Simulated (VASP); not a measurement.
# CaO (F-43m) in VASP: further runs

Runs on CaO. Level: PBE. Tasks: single point.

Everything below comes from runs of VASP 6.6.1. Logs are shortened: lines on timing, memory, paths and dates and some standing lists are left out, and cuts for length are marked.

### Step 1. The cell of the first run

Symmetry: F-43m, No. 216, cubic system. Conventional cell: a = 5.136 Å, b = 5.136 Å, c = 5.136 Å, α = 90.00°, β = 90.00°, γ = 90.00°. Ca (site symmetry -43m) has 4 O at 2.22 Å within 2.9 Å. Within 2.9 Å of O (site symmetry -43m) lie 4 Ca at 2.22 Å.

### Step 2. Single point, PBE (volume changed by -6%)

INCAR

```
ALGO     = Normal         # electronic algorithm
EDIFF    = 1E-6           # SCF threshold, eV
ENCUT    = 520            # plane-wave cutoff, eV
GGA      = PE             # functional
ISIF     = 2              # what is computed and relaxed
ISMEAR   = 0              # smearing method
LASPH    = T              # aspherical terms in the spheres
LCHARG   = F              # write CHGCAR
LREAL    = F              # projectors in reciprocal space
LWAVE    = F              # write WAVECAR
NBANDS   = 15             # bands
NELM     = 80             # most SCF steps
PREC     = Accurate       # precision mode
SIGMA    = 0.01           # smearing width, eV
```

KPOINTS

```
k-points
0
Gamma
  8 8 8
```

POSCAR

```
CaO
1.0
    0.0000000000      2.5678110392      2.5678110392
    2.5678110392      0.0000000000      2.5678110392
    2.5678110392      2.5678110392      0.0000000000
Ca O
1 1
Direct
    0.0000000000      0.0000000000      0.0000000000
    0.2500000000      0.2500000000      0.2500000000
```

Potentials or basis: VASP PAW PBE potentials, release 64 (Ca_sv, O).

Launch:

```sh
cat potpaw_PBE.64/Ca_sv/POTCAR potpaw_PBE.64/O/POTCAR > POTCAR
mpirun -np 1 vasp_std > vasp.out
```

OUTCAR:

```text
EDIFF = 1E-6
   ENCUT = 520
   GGA = PE
   ISIF = 2
   ISMEAR = 0
   LASPH = T
   LREAL = F
   NELM = 80
   PREC = Accurate

 ion  position               nearest neighbor table
   1  0.000  0.000  0.000-   2 2.22   2 2.22   2 2.22   2 2.22
   2  0.250  0.250  0.250-   1 2.22   1 2.22   1 2.22   1 2.22

  LATTYP: Found a face centered cubic cell.
 ALAT       =     5.1356220784

  Lattice vectors:

 A1 = (   0.0000000000,   2.5678110392,   2.5678110392)
 A2 = (   2.5678110392,   0.0000000000,   2.5678110392)
 A3 = (   2.5678110392,   2.5678110392,   0.0000000000)

Analysis of symmetry for initial positions (statically):
=====================================================================
 Subroutine PRICEL returns:
 Original cell was already a primitive cell.

 Routine SETGRP: Setting up the symmetry group for a
 face centered cubic supercell.

 Subroutine GETGRP returns: Found 24 space group operations
 (whereof 24 operations were pure point group operations)
 out of a pool of 48 trial point group operations.

The static configuration has the point symmetry T_d .

Analysis of symmetry for dynamics (positions and initial velocities):
=====================================================================
 Subroutine PRICEL returns:
 Original cell was already a primitive cell.

 Routine SETGRP: Setting up the symmetry group for a
 face centered cubic supercell.

 Subroutine GETGRP returns: Found 24 space group operations
 (whereof 24 operations were pure point group operations)
 out of a pool of 48 trial point group operations.

The dynamic configuration has the point symmetry T_d .

 Subroutine INISYM returns: Found 24 space group operations
 (whereof 24 operations are pure point group operations),
 and found     1 'primitive' translations

----------------------------------------------------------------------------------------

                                     Primitive cell

  volume of cell :      33.8625

  direct lattice vectors                    reciprocal lattice vectors
     0.000000000  2.567811039  2.567811039    -0.194718378  0.194718378  0.194718378
     2.567811039  0.000000000  2.567811039     0.194718378 -0.194718378  0.194718378
     2.567811039  2.567811039  0.000000000     0.194718378  0.194718378 -0.194718378

  length of vectors
     3.631433197  3.631433197  3.631433197     0.337262123  0.337262123  0.337262123

  position of ions in fractional coordinates (direct lattice)
     0.000000000  0.000000000  0.000000000
     0.250000000  0.250000000  0.250000000

  ion indices of the primitive-cell ions
   primitive index   ion index
                 1           1
                 2           2

----------------------------------------------------------------------------------------

 KPOINTS: k-points

Automatic generation of k-mesh.
 Grid dimensions read from file:
 generate k-points for:    8    8    8

 Generating k-lattice:

  Cartesian coordinates                     Fractional coordinates (reciprocal lattice)
    -0.024339797  0.024339797  0.024339797     0.125000000  0.000000000  0.000000000
     0.024339797 -0.024339797  0.024339797     0.000000000  0.125000000  0.000000000
     0.024339797  0.024339797 -0.024339797     0.000000000  0.000000000  0.125000000

  Length of vectors
     0.042157765  0.042157765  0.042157765

  Shift w.r.t. Gamma in fractional coordinates (k-lattice)
     0.000000000  0.000000000  0.000000000

 Subroutine IBZKPT returns following result:
 ===========================================

 Found     29 irreducible k-points:

 Following reciprocal coordinates:
            Coordinates               Weight
  0.000000  0.000000  0.000000      1.000000
  0.125000  0.000000  0.000000      8.000000
  0.250000  0.000000  0.000000      8.000000
  0.375000  0.000000  0.000000      8.000000
  0.500000  0.000000  0.000000      4.000000
  0.125000  0.125000  0.000000      6.000000
[... 16 lines left out ...]
  0.500000  0.250000  0.125000     48.000000
 -0.375000  0.250000  0.125000     24.000000
 [... further k-points ...]
   k-points           NKPTS =     29   k-points in BZ     NKDIM =     29   number of bands    NBANDS=     15
   number of dos      NEDOS =    301   number of ions     NIONS =      2
   total plane-waves  NPLWV =  21952
   dimension x,y,z NGX =    28 NGY =   28 NGZ =   28
   dimension x,y,z NGXF=    56 NGYF=   56 NGZF=   56
   ions per type =               1   1
   NGX,Y,Z   is equivalent  to a cutoff of  12.82, 12.82, 12.82 a.u.
   NGXF,Y,Z  is equivalent  to a cutoff of  25.64, 25.64, 25.64 a.u.
 SYSTEM =  unknown system
   PREC   = accura    normal or accurate (medium, high low for compatibility)
   ISTART =      0    job   : 0-new  1-cont  2-samecut
   ICHARG =      2    charge: 1-file 2-atom 10-const
   ISPIN  =      1    spin polarized calculation?
   LNONCOLLINEAR =      F non collinear calculations
   LSORBIT =      F    spin-orbit coupling
   LASPH  =      T    aspherical Exc in radial PAW
   ENCUT  =  520.0 eV  38.22 Ry    6.18 a.u.   6.75  6.75  6.75*2*pi/ulx,y,z
   NELM   =     80;   NELMIN=  2; NELMDL= -5     # of ELM steps
   EDIFF  = 0.1E-05   stopping-criterion for ELM
   LREAL  =      F    real-space projection
   EDIFFG = 0.1E-04   stopping-criterion for IOM
   NSW    =      0    number of steps for IOM
   IBRION =     -1    ionic relax: 0-MD 1-quasi-New 2-CG
   NFREE  =      0    steps in history (QN), initial steepest desc. (CG)
   ISIF   =      2    stress and relaxation
   ISYM   =      2    0-nonsym 1-usesym 2-fastsym
   POTIM  = 0.5000    time-step for ionic-motion
   TEBEG  =    0.0;   TEEND  =   0.0 temperature during run
   PSTRESS=    0.0 pullay stress
   NELECT =      16.0000    total number of electrons
   NUPDOWN=      -1.0000    fix difference up-down
   EMIN   =  10.00;   EMAX   =-10.00  energy-range for DOS
   EFERMI =   0.00;   METHOD = LEGACY
   ISMEAR =     0;   SIGMA  =   0.01  broadening in eV -4-tet -1-fermi 0-gaus
   EFERMI_NEDOS =   21; number of points for ismear=-14 and -15
   IALGO  =     38    algorithm
   IMIX   =      4    mixing-type and parameters
     AMIX     =   0.40;   BMIX     =  1.00
     AMIX_MAG =   1.60;   BMIX_MAG =  1.00
  volume/ion in A,a.u.               =      16.93       114.26
  Fermi-wavevector in a.u.,A,eV,Ry     =   1.275093  2.409576 22.121188  1.625861
  Thomas-Fermi vector in A             =   2.407824
   LORBIT       =      0    0 simple, 1 ext, 2 COOP (PROOUT), +10 PAW based schemes
   GGA     = PE    functional components
   LHFCALC =     F    Hartree Fock is set to
   AEXX    =    0.0000 exact exchange contribution
   IVDW    =     0    specifies the selected vdW correction
   LEPSILON=     F    determine dielectric tensor
   LRPA    =     F    only Hartree local field effects (RPA)
 non-spin polarized calculation
 Gauss-broadening in eV      SIGMA  =   0.01
  energy-cutoff  :      520.00
  volume of cell :       33.86
 maximum number of plane-waves:       941
   NGX = 13   NGY = 13   NGZ = 13

 number of electron      15.9999998 magnetization

 Free energy of the ion-electron system (eV)
  ---------------------------------------------------
  ext. energy  EPLUGINS =         0.00000000
  ---------------------------------------------------
  free energy    TOTEN  =       -12.40000200 eV

  energy without entropy =      -12.40000200  energy(sigma->0) =      -12.40000200

 E-fermi :   0.8586     XC(G=0):  -9.2378

 val. band max:        0.6962200280   @ k =  -0.2500   0.5000   0.2500
 cond. band min:       4.1752304196   @ k =   0.0000   0.0000   0.0000
 fundamental gap:      3.4790103916
 Fermi energy:         0.8586233206

 k-point     1 :       0.0000    0.0000    0.0000
  band No.  band energies     occupation
      1     -36.2685      2.00000
      2     -17.1981      2.00000
      3     -17.1981      2.00000
      4     -17.1981      2.00000
      5     -14.1752      2.00000
      6      -0.0183      2.00000
      7      -0.0183      2.00000
      8      -0.0183      2.00000
      9       4.1752      0.00000
     10       8.8468      0.00000
     11       8.8468      0.00000
     12      10.5961      0.00000
     13      10.5961      0.00000
     14      10.5961      0.00000
     15      17.7019      0.00000

 k-point     2 :       0.1250    0.0000    0.0000
  band No.  band energies     occupation
      1     -36.2603      2.00000
      2     -17.3506      2.00000
      3     -17.2074      2.00000
      4     -17.2074      2.00000
      5     -14.0276      2.00000
      6      -0.1860      2.00000
      7       0.0301      2.00000
      8       0.0301      2.00000
      9       4.7334      0.00000
     10       8.6642      0.00000
     11       8.6642      0.00000
     12      10.3582      0.00000
     13      10.7594      0.00000
     14      10.7594      0.00000
     15      15.9779      0.00000

 k-point     3 :       0.2500    0.0000    0.0000
  band No.  band energies     occupation
      1     -36.2404      2.00000
      2     -17.6685      2.00000
      3     -17.2298      2.00000
      4     -17.2298      2.00000
      5     -13.7297      2.00000
      6      -0.3824      2.00000
      7       0.1387      2.00000
      8       0.1387      2.00000
      9       5.8753      0.00000
     10       8.4842      0.00000
     11       8.4842      0.00000
     12       9.8942      0.00000
     13      10.8473      0.00000
     14      10.8473      0.00000
     15      13.9564      0.00000
[... 343 lines left out ...]
 k-point    23 :       0.5000    0.2500    0.1250
  band No.  band energies     occupation
      1     -36.2095      2.00000
      2     -17.9636      2.00000
      3     -17.3809      2.00000
      4     -17.2859      2.00000
      5     -13.3376      2.00000
      6      -0.3490      2.00000
      7       0.1824      2.00000
      8       0.4060      2.00000
      9       6.4604      0.00000
     10       7.6013      0.00000
     11       9.0093      0.00000
     12      10.2109      0.00000
     13      10.7058      0.00000
     14      11.2080      0.00000
     15      13.7893      0.00000

 k-point    24 :      -0.3750    0.2500    0.1250
  band No.  band energies     occupation
      1     -36.2028      2.00000
      2     -18.0265      2.00000
      3     -17.4040      2.00000
      4     -17.2990      2.00000
      5     -13.2662      2.00000
      6      -0.1803      2.00000
      7       0.0899      2.00000
      8       0.4532      2.00000
      9       6.3056      0.00000
     10       7.7399      0.00000
     11       8.9095      0.00000
     12      10.3915      0.00000
     13      10.5579      0.00000
     14      11.5902      0.00000
     15      13.3698      0.00000

 [... further k-points ...]
[... 5 lines left out ...]
  --------------------------------------------------------------------------------------
  -------------------------------------------------------------------------------------
  Total        1.2609241      1.2609241      1.2609241     -0.0000000     -0.0000000     -0.0000000
  in kB       59.6596008     59.6596008     59.6596008     -0.0000000     -0.0000000     -0.0000000
  external PRESSURE =      59.6596008 kB  Pullay stress =       0.0000000 kB

 VOLUME and BASIS-vectors are now :
 -----------------------------------------------------------------------------
  energy-cutoff  :      520.00
  volume of cell :       33.86
      direct lattice vectors                 reciprocal lattice vectors
     0.000000000  2.567811039  2.567811039    -0.194718378  0.194718378  0.194718378
     2.567811039  0.000000000  2.567811039     0.194718378 -0.194718378  0.194718378
     2.567811039  2.567811039  0.000000000     0.194718378  0.194718378 -0.194718378

 POSITION                                       TOTAL-FORCE (eV/Angst)
 -----------------------------------------------------------------------------------
      0.00000      0.00000      0.00000        -0.000000     -0.000000     -0.000000
      1.28391      1.28391      1.28391         0.000000      0.000000      0.000000
 -----------------------------------------------------------------------------------
    total drift:                               -0.000000     -0.000000     -0.000000

  FREE ENERGIE OF THE ION-ELECTRON SYSTEM (eV)
  ---------------------------------------------------
  free  energy   TOTEN  =       -12.4000019968 eV

  energy  without entropy=      -12.4000019968  energy(sigma->0) =      -12.40000200
```

It took 14 s on 1 thread of Intel Xeon 6975P-C (Granite Rapids), shared host; peak memory 0.16 GiB.

Results:

* Free energy: -12.4000 eV
* Pressure: 6.0 GPa
* Band gap on the k mesh: 3.48 eV, indirect (least direct gap 4.19 eV)

Levels at points of the mesh, in eV from the valence-band top:
```tsv
k point	band 6	band 7	band 8	band 9	band 10	band 11
(0.00, 0.00, 0.00)	-0.71	-0.71	-0.71	3.48	8.15	8.15
(0.50, 0.00, 0.00)	-1.02	-0.43	-0.43	6.28	8.06	8.06
(0.50, 0.50, 0.00)	-1.54	-0.01	-0.01	5.01	6.77	9.26
```

Caveat: the cell differs from its parent crystal (volume changed by -6%).

### Step 3. Single point, PBE

This run uses another cell than the first one, of 17.71 Å³/atom, 1.046 times its volume.

INCAR

```
SYSTEM = CaO
PREC = Accurate ; ENCUT = 520
EDIFF = 1E-6 ; ISMEAR = 0
SIGMA = 0.01 ; LREAL = .FALSE.
LASPH = .TRUE. ; NELM = 100
ALGO = Normal ; ISIF = 2
LWAVE = .FALSE. ; LCHARG = .FALSE.
GGA = PE ; NBANDS = 15
```

KPOINTS

```
regular mesh
0
G
  8 8 8
  0 0 0
```

POSCAR

```
CaO
1.0
    0.0000000000      2.6067317412      2.6067317412
    2.6067317412      0.0000000000      2.6067317412
    2.6067317412      2.6067317412      0.0000000000
Ca O
1 1
Direct
    0.0000000000      0.0000000000      0.0000000000
    0.2500000000      0.2500000000      0.2500000000
```

Potentials or basis: VASP PAW PBE potentials, release 64 (Ca_sv, O).

Launch:

```sh
cat potpaw_PBE.64/Ca_sv/POTCAR potpaw_PBE.64/O/POTCAR > POTCAR
mpirun -np 1 vasp_std > vasp.out
```

OUTCAR:

```text
SYSTEM = CaO
   PREC = Accurate
   ENCUT = 520
   EDIFF = 1E-6
   ISMEAR = 0
   LREAL = .FALSE.
   LASPH = .TRUE.
   NELM = 100
   ISIF = 2
   GGA = PE

 ion  position               nearest neighbor table
   1  0.000  0.000  0.000-   2 2.26   2 2.26   2 2.26   2 2.26
   2  0.250  0.250  0.250-   1 2.26   1 2.26   1 2.26   1 2.26

  LATTYP: Found a face centered cubic cell.
 ALAT       =     5.2134634824

  Lattice vectors:

 A1 = (   0.0000000000,   2.6067317412,   2.6067317412)
 A2 = (   2.6067317412,   0.0000000000,   2.6067317412)
 A3 = (   2.6067317412,   2.6067317412,   0.0000000000)

Analysis of symmetry for initial positions (statically):
=====================================================================
 Subroutine PRICEL returns:
 Original cell was already a primitive cell.

 Routine SETGRP: Setting up the symmetry group for a
 face centered cubic supercell.

 Subroutine GETGRP returns: Found 24 space group operations
 (whereof 24 operations were pure point group operations)
 out of a pool of 48 trial point group operations.

The static configuration has the point symmetry T_d .

Analysis of symmetry for dynamics (positions and initial velocities):
[... 168 lines left out ...]
      1     -36.6687      2.00000
      2     -17.6086      2.00000
      3     -17.6086      2.00000
      4     -17.6086      2.00000
      5     -14.3121      2.00000
      6      -0.1443      2.00000
      7      -0.1443      2.00000
      8      -0.1443      2.00000
      9       3.8065      0.00000
     10       8.4529      0.00000
     11       8.4529      0.00000
     12      10.0844      0.00000
     13      10.0844      0.00000
     14      10.0844      0.00000
[... 401 lines left out ...]
      2     -18.2883      2.00000
      3     -17.7819      2.00000
      4     -17.6938      2.00000
      5     -13.5464      2.00000
      6      -0.3561      2.00000
      7      -0.0682      2.00000
      8       0.2722      2.00000
      9       5.9916      0.00000
     10       7.3851      0.00000
     11       8.5018      0.00000
     12       9.8585      0.00000
     13      10.0556      0.00000
     14      11.0348      0.00000
     15      12.7125      0.00000

 [... further k-points ...]
[... 5 lines left out ...]
  --------------------------------------------------------------------------------------
  -------------------------------------------------------------------------------------
  Total        0.4091451      0.4091451      0.4091451     -0.0000000     -0.0000000      0.0000000
  in kB       18.5041408     18.5041408     18.5041408     -0.0000000     -0.0000000      0.0000000
  external PRESSURE =      18.5041408 kB  Pullay stress =       0.0000000 kB

 VOLUME and BASIS-vectors are now :
 -----------------------------------------------------------------------------
  energy-cutoff  :      520.00
  volume of cell :       35.43
      direct lattice vectors                 reciprocal lattice vectors
     0.000000000  2.606731741  2.606731741    -0.191811068  0.191811068  0.191811068
     2.606731741  0.000000000  2.606731741     0.191811068 -0.191811068  0.191811068
     2.606731741  2.606731741  0.000000000     0.191811068  0.191811068 -0.191811068

 POSITION                                       TOTAL-FORCE (eV/Angst)
 -----------------------------------------------------------------------------------
      0.00000      0.00000      0.00000         0.000000      0.000000      0.000000
      1.30337      1.30337      1.30337        -0.000000     -0.000000     -0.000000
 -----------------------------------------------------------------------------------
    total drift:                               -0.000000     -0.000000     -0.000000

  FREE ENERGIE OF THE ION-ELECTRON SYSTEM (eV)
  ---------------------------------------------------
  free  energy   TOTEN  =       -12.4386702025 eV

  energy  without entropy=      -12.4386702025  energy(sigma->0) =      -12.43867020
```

OSZICAR:

```text
N       E                     dE             d eps       ncg     rms          rms(c)
DAV:   1     0.128768777985E+03    0.12877E+03   -0.82628E+03   870   0.106E+03
DAV:   2    -0.901907399540E+01   -0.13779E+03   -0.12662E+03  1080   0.281E+02
DAV:   3    -0.148697671165E+02   -0.58507E+01   -0.58086E+01  1024   0.618E+01
DAV:   4    -0.150716935372E+02   -0.20193E+00   -0.20182E+00  1270   0.974E+00
DAV:   5    -0.150726860669E+02   -0.99253E-03   -0.99248E-03  1031   0.854E-01    0.972E+00
DAV:   6    -0.125520713085E+02    0.25206E+01   -0.85185E+00   954   0.253E+01    0.418E+00
DAV:   7    -0.124488576819E+02    0.10321E+00   -0.84135E-01   960   0.845E+00    0.200E+00
DAV:   8    -0.124378950538E+02    0.10963E-01   -0.13739E-01  1108   0.380E+00    0.477E-01
DAV:   9    -0.124366962764E+02    0.11988E-02   -0.10042E-02  1015   0.904E-01    0.168E-01
DAV:  10    -0.124385502791E+02   -0.18540E-02   -0.16015E-03   926   0.322E-01    0.567E-02
DAV:  11    -0.124386861588E+02   -0.13588E-03   -0.76719E-04  1046   0.187E-01    0.368E-02
DAV:  12    -0.124386708136E+02    0.15345E-04   -0.90143E-05  1101   0.105E-01    0.548E-03
DAV:  13    -0.124386702025E+02    0.61106E-06   -0.53379E-06   990   0.287E-02
   1 F= -.12438670E+02 E0= -.12438670E+02  d E =-.322499E-11
```

Wall time 15 s (1 thread of Intel Xeon 6975P-C (Granite Rapids), shared host); peak memory 0.16 GiB.

What came out:

```
Free energy            : -12.4387 eV
Pressure               : 1.9 GPa
Band gap on the k mesh : 3.33 eV, indirect (least direct gap 3.95 eV)
```

A k mesh can miss the band edges. PBE gaps usually lie below the measured ones, often by a third to a half.

(Part 1 of 2 ends here.)
